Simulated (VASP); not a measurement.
# GePt (Pnma) in VASP: single point with r2SCAN

Aim: the single point of GePt with r2SCAN.

All numbers are computed with VASP 6.6.1; they aren't measurements. Logs are shortened: lines on timing, memory, paths and dates and some standing lists are left out, and cuts for length are marked.

### 1 The cell of the first run

The structure is orthorhombic, space group Pnma (No. 62). Conventional cell: a = 5.765 Å, b = 3.723 Å, c = 6.121 Å, α = 90.00°, β = 90.00°, γ = 90.00°. Within 3.3 Å of Ge (site symmetry m) lie 6 Pt at 2.48 to 2.68 Å and 2 Ge at 3.04 Å. Within 3.3 Å of Pt (site symmetry m) lie 6 Ge at 2.48 to 2.68 Å and 4 Pt at 2.96 to 3.01 Å.

### 2 Single point, r2SCAN

POSCAR reads:

```
GePt
1.0
    5.7645669896      0.0000000000      0.0000000000
    0.0000000000      3.7225980326      0.0000000000
    0.0000000000      0.0000000000      6.1208638607
Ge Pt
4 4
Direct
    0.1869028691      0.2500000000      0.5876560321
    0.3130971309      0.7500000000      0.0876560321
    0.6869028691      0.2500000000      0.9123439679
    0.8130971309      0.7500000000      0.4123439679
    0.9967348645      0.2500000000      0.1933654921
    0.5032651355      0.7500000000      0.6933654921
    0.4967348645      0.2500000000      0.3066345079
    0.0032651355      0.7500000000      0.8066345079
```

INCAR.step1 reads:

```
SYSTEM = GePt
ALGO     = Normal         ! electronic algorithm
EDIFF    = 1E-4           ! SCF threshold, eV
ENCUT    = 520            ! plane-wave cutoff, eV
GGA      = PE             ! functional
ISMEAR   = -1             ! smearing method
LASPH    = .True.         ! aspherical terms in the spheres
LCHARG   = .False.        ! write CHGCAR
LREAL    = .False.        ! projectors in reciprocal space
LWAVE    = .True.         ! write WAVECAR
NBANDS   = 58             ! bands
NELM     = 60             ! most SCF steps
PREC     = Accurate       ! precision mode
SIGMA    = 0.1            ! smearing width, eV
```

INCAR.step2 reads:

```
SYSTEM = GePt
ALGO     = Normal         ! electronic algorithm
EDIFF    = 1E-6           ! SCF threshold, eV
ENCUT    = 520            ! plane-wave cutoff, eV
ISIF     = 2              ! what is computed and relaxed
ISMEAR   = -1             ! smearing method
ISTART   = 1            
LASPH    = .True.         ! aspherical terms in the spheres
LCHARG   = .True.         ! write CHGCAR
LELF     = .True.         ! ELF
LMIXTAU  = .True.       
LREAL    = .False.        ! projectors in reciprocal space
LVHAR    = .True.       
LWAVE    = .False.        ! write WAVECAR
METAGGA  = R2SCAN         ! meta-GGA
NBANDS   = 58             ! bands
NELM     = 60             ! most SCF steps
PREC     = Accurate       ! precision mode
SIGMA    = 0.1            ! smearing width, eV
```

KPOINTS reads:

```
k-points
0
Gamma
  5 8 5
  0 0 0
```

Potentials or basis: VASP PAW PBE potentials, release 64 (Ge_d, Pt).

The run is started by

```sh
$ cat potpaw_PBE.64/Ge_d/POTCAR potpaw_PBE.64/Pt/POTCAR > POTCAR
$ cp INCAR.step1 INCAR
$ mpirun -np 1 vasp_std > vasp.out
$ cp INCAR.step2 INCAR
$ mpirun -np 1 vasp_std > vasp.out
```

OUTCAR:

```text
SYSTEM = GePt
   EDIFF = 1E-6
   ENCUT = 520
   ISIF = 2
   ISMEAR = -1
   ISTART = 1
   LASPH = .True.
   LREAL = .False.
   METAGGA = R2SCAN
   NELM = 60
   PREC = Accurate

 ion  position               nearest neighbor table
   1  0.187  0.250  0.588-   7 2.48   8 2.53   8 2.53   5 2.65   6 2.68   6 2.68
   2  0.313  0.750  0.088-   8 2.48   7 2.53   7 2.53   6 2.65   5 2.68   5 2.68
   3  0.687  0.250  0.912-   5 2.48   6 2.53   6 2.53   7 2.65   8 2.68   8 2.68
   4  0.813  0.750  0.412-   6 2.48   5 2.53   5 2.53   8 2.65   7 2.68   7 2.68
   5  0.997  0.250  0.193-   3 2.48   4 2.53   4 2.53   1 2.65   2 2.68   2 2.68   7 2.96   7 2.96
                             8 3.01   8 3.01
   6  0.503  0.750  0.693-   4 2.48   3 2.53   3 2.53   2 2.65   1 2.68   1 2.68   8 2.96   8 2.96
                             7 3.01   7 3.01
   7  0.497  0.250  0.307-   1 2.48   2 2.53   2 2.53   3 2.65   4 2.68   4 2.68   5 2.96   5 2.96
                             6 3.01   6 3.01
   8  0.003  0.750  0.807-   2 2.48   1 2.53   1 2.53   4 2.65   3 2.68   3 2.68   6 2.96   6 2.96
                             5 3.01   5 3.01

  LATTYP: Found a simple orthorhombic cell.
 ALAT       =     3.7225980326
 B/A-ratio  =     1.5485332929
 C/A-ratio  =     1.6442451769

  Lattice vectors:

 A1 = (   0.0000000000,  -3.7225980326,   0.0000000000)
 A2 = (   5.7645669896,   0.0000000000,   0.0000000000)
 A3 = (   0.0000000000,   0.0000000000,   6.1208638607)

Analysis of symmetry for initial positions (statically):
=====================================================================
 Subroutine PRICEL returns:
 Original cell was already a primitive cell.

 Routine SETGRP: Setting up the symmetry group for a
 simple orthorhombic supercell.

 Subroutine GETGRP returns: Found  8 space group operations
 (whereof  2 operations were pure point group operations)
 out of a pool of  8 trial point group operations.

The static configuration has the point symmetry S_2 .
 The point group associated with its full space group is D_2h.

Analysis of symmetry for dynamics (positions and initial velocities):
=====================================================================
 Subroutine PRICEL returns:
 Original cell was already a primitive cell.

 Routine SETGRP: Setting up the symmetry group for a
 simple orthorhombic supercell.

 Subroutine GETGRP returns: Found  8 space group operations
 (whereof  2 operations were pure point group operations)
 out of a pool of  8 trial point group operations.

The dynamic configuration has the point symmetry S_2 .
 The point group associated with its full space group is D_2h.
[... 111 lines left out ...]
   EDIFF  = 0.1E-05   stopping-criterion for ELM
   LREAL  =      F    real-space projection
[... 7 lines left out ...]
   TEBEG  =    0.0;   TEEND  =   0.0 temperature during run
   PSTRESS=    0.0 pullay stress
   NELECT =      96.0000    total number of electrons
   NUPDOWN=      -1.0000    fix difference up-down
   EMIN   =  10.00;   EMAX   =-10.00  energy-range for DOS
   EFERMI =   0.00;   METHOD = LEGACY
   ISMEAR =    -1;   SIGMA  =   0.10  broadening in eV -4-tet -1-fermi 0-gaus
   EFERMI_NEDOS =   21; number of points for ismear=-14 and -15
   IALGO  =     38    algorithm
   IMIX   =      4    mixing-type and parameters
     AMIX     =   0.40;   BMIX     =  1.00
     AMIX_MAG =   1.60;   BMIX_MAG =  1.00
  volume/ion in A,a.u.               =      16.42       110.80
  Fermi-wavevector in a.u.,A,eV,Ry     =   1.474654  2.786692 29.587279  2.174604
  Thomas-Fermi vector in A             =   2.589399
   LORBIT       =      0    0 simple, 1 ext, 2 COOP (PROOUT), +10 PAW based schemes
   METAGGA = R2SCAN    functional components
   LHFCALC =     F    Hartree Fock is set to
   AEXX    =    0.0000 exact exchange contribution
   IVDW    =     0    specifies the selected vdW correction
   LEPSILON=     F    determine dielectric tensor
   LRPA    =     F    only Hartree local field effects (RPA)
 non-spin polarized calculation
  energy-cutoff  :      520.00
  volume of cell :      131.35
 maximum number of plane-waves:      3568
 NGX is ok and might be reduce to    48
   NGX = 21   NGY = 13   NGZ = 23

 number of electron      96.0000008 magnetization

 Free energy of the ion-electron system (eV)
  ---------------------------------------------------
  ext. energy  EPLUGINS =         0.00000000
  ---------------------------------------------------
  free energy    TOTEN  =      -265.35077093 eV

  energy without entropy =     -265.28070607  energy(sigma->0) =     -265.31573850

 E-fermi :   9.4010     XC(G=0): -13.5114

 val. band max:        9.3953520383   @ k =   0.0000   0.1250   0.4000
 cond. band min:       9.4252695356   @ k =   0.0000   0.2500   0.4000
 fundamental gap:      0.0299174973
 Fermi energy:         9.4009517487

 k-point     1 :       0.0000    0.0000    0.0000
  band No.  band energies     occupation
      1     -16.5429      2.00000
      2     -16.5362      2.00000
      3     -16.5348      2.00000
      4     -16.5308      2.00000
      5     -16.5218      2.00000
      6     -16.5074      2.00000
[... 1453 lines left out ...]
     57      15.0603      0.00000
     58      15.4378      0.00000

 [... further k-points ...]

------------------------ aborting loop because EDIFF is reached ----------------------------------------

  FORCE on cell =-STRESS in cart. coord.  units (eV):
  Direction    XX          YY          ZZ          XY          YZ          ZX
  --------------------------------------------------------------------------------------
  -------------------------------------------------------------------------------------
  Total        0.1277229      0.1565585      0.1746455      0.0000000      0.0000000      0.0000000
  in kB        1.5579507      1.9096853      2.1303081      0.0000000      0.0000000      0.0000000
  external PRESSURE =       1.8659814 kB  Pullay stress =       0.0000000 kB

 VOLUME and BASIS-vectors are now :
 -----------------------------------------------------------------------------
  energy-cutoff  :      520.00
  volume of cell :      131.35
      direct lattice vectors                 reciprocal lattice vectors
     5.764566990  0.000000000  0.000000000     0.173473567  0.000000000  0.000000000
     0.000000000  3.722598033  0.000000000     0.000000000  0.268629595  0.000000000
     0.000000000  0.000000000  6.120863861     0.000000000  0.000000000  0.163375632

 POSITION                                       TOTAL-FORCE (eV/Angst)
 -----------------------------------------------------------------------------------
      1.07741      0.93065      3.59696        -0.006095     -0.000000      0.004900
      1.80487      2.79195      0.53653         0.006095     -0.000000      0.004900
      3.95970      0.93065      5.58433        -0.006095      0.000000     -0.004900
      4.68715      2.79195      2.52390         0.006095      0.000000     -0.004900
      5.74574      0.93065      1.18356         0.012963      0.000000      0.002776
      2.90111      2.79195      4.24400        -0.012963      0.000000      0.002776
      2.86346      0.93065      1.87687         0.012963      0.000000     -0.002776
      0.01882      2.79195      4.93730        -0.012963      0.000000     -0.002776
 -----------------------------------------------------------------------------------
    total drift:                               -0.000000      0.000000      0.000000

  FREE ENERGIE OF THE ION-ELECTRON SYSTEM (eV)
  ---------------------------------------------------
  free  energy   TOTEN  =      -265.3507709281 eV

  energy  without entropy=     -265.2807060725  energy(sigma->0) =     -265.31573850
```

Wall time 9.6 min (1 thread of AMD EPYC 9R45 (Zen 5), shared host); peak memory 0.4 GiB.

What came out:

```yaml
Free_energy: -265.3508 eV
Pressure: 0.2 GPa
Largest_force: 0.013 eV/Å
Band_gap_on_the_k_mesh: zero (bands 48 and 49 overlap by 1.58 eV)
```

Forces on the atoms (eV/Å):
```
Ge  -0.006  0.000  0.005
Ge   0.006  0.000  0.005
Ge  -0.006  0.000 -0.005
Ge   0.006  0.000 -0.005
Pt   0.013  0.000  0.003
Pt  -0.013  0.000  0.003
Pt   0.013  0.000 -0.003
Pt  -0.013  0.000 -0.003
```

Caveat: the PAW data sets were made with another functional, which shifts forces and pressure a little; spin-orbit coupling is left out, which moves the levels of the heavy elements.

The gap in the log of VASP goes by the Fermi energy; the results here count the filled bands.